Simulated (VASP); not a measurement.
**Li7Cl8 (a cell with a defect): single point with PBEsol**

Li7Cl8 (a cell with a defect):

```xyz
15
Lattice="0.0000 5.0628 -5.0628 5.0628 5.0628 0.0000 5.0628 0.0000 -5.0628" Properties=species:S:1:pos:R:3 pbc="T T T"
Li   -1.2657    1.2657   -2.5314
Li    2.4560    7.6697   -5.2065
Li    0.0755    4.9874   -4.9191
Li    5.1383    4.9874   -5.2065
Li    2.4560    2.6069   -4.9191
Li    4.9530    7.4844   -7.5942
Li    2.6412    5.1727   -7.5942
Cl    5.2798    4.8458   -2.5314
Cl    2.5739    2.4889   -2.5314
Cl    5.0085    7.5399   -4.9760
Cl    2.5858    5.1172   -4.9760
Cl    7.6486    5.1172   -5.1497
Cl    5.0085    2.4770   -5.1497
Cl    7.3772    7.8112   -7.5942
Cl    5.0204    5.1053   -7.5942
```

```json
{
  "Program": "VASP 6.6.1",
  "Task": "single point",
  "Functional": "PBEsol",
  "Potentials or basis": "VASP PAW PBE potentials, release 64 (Li_sv, Cl)",
  "Cutoff": "520 eV",
  "k mesh": "4 × 4 × 4",
  "Occupations": "gaussian, width 0.05 eV",
  "Spin": "no spin polarisation",
  "Dipole correction": "no",
  "Charge": "-1",
  "Further INCAR settings": "LREAL = Auto; ALGO = Normal; EDIFF = 1e-06; NBANDS = 52; NELECT = 78.0"
}
```

* Largest force: 0.027 eV/Å

Forces on the atoms (eV/Å):
```
Li   0.000  0.000  0.000
Li  -0.002  0.002  0.007
Li   0.002 -0.002 -0.007
Li   0.002 -0.002  0.007
Li  -0.002  0.002 -0.007
Li  -0.002 -0.002  0.000
Li   0.002  0.002  0.000
Cl   0.019 -0.019  0.000
Cl  -0.004  0.004  0.000
Cl   0.001  0.001  0.001
Cl  -0.001 -0.001  0.001
Cl  -0.001 -0.001 -0.001
Cl   0.001  0.001 -0.001
Cl  -0.019  0.019  0.000
Cl   0.004 -0.004  0.000
```

Levels at points of the mesh, in eV from the Fermi level:
```csv
k point,band 36,band 37,band 38,band 39,band 40,band 41,band 42,band 43
"(0.00, 0.00, 0.00)",-0.46,-0.33,-0.32,-0.22,5.78,5.89,6.28,6.58
"(0.50, 0.00, 0.00)",-0.57,-0.53,-0.40,-0.36,6.54,6.61,7.05,7.49
"(0.00, 0.50, 0.00)",-0.74,-0.60,-0.41,-0.29,6.61,6.65,6.99,7.48
"(0.50, 0.50, 0.00)",-0.79,-0.76,-0.43,-0.43,7.37,7.51,7.67,7.72
"(0.50, 0.00, 0.50)",-0.78,-0.77,-0.50,-0.44,7.28,7.46,7.63,7.96
```

Run time: 15 min on 1 thread of Oxide Virtual Turin-like Processor, on a shared host, peak memory 0.41 GiB.

Caveat: the cell carries a net charge on a neutralising background, which shifts energy and pressure; the cell is charged against a uniform background, so pressure and absolute levels hang on convention; the PAW data sets were made with another functional, which shifts forces and pressure a little.
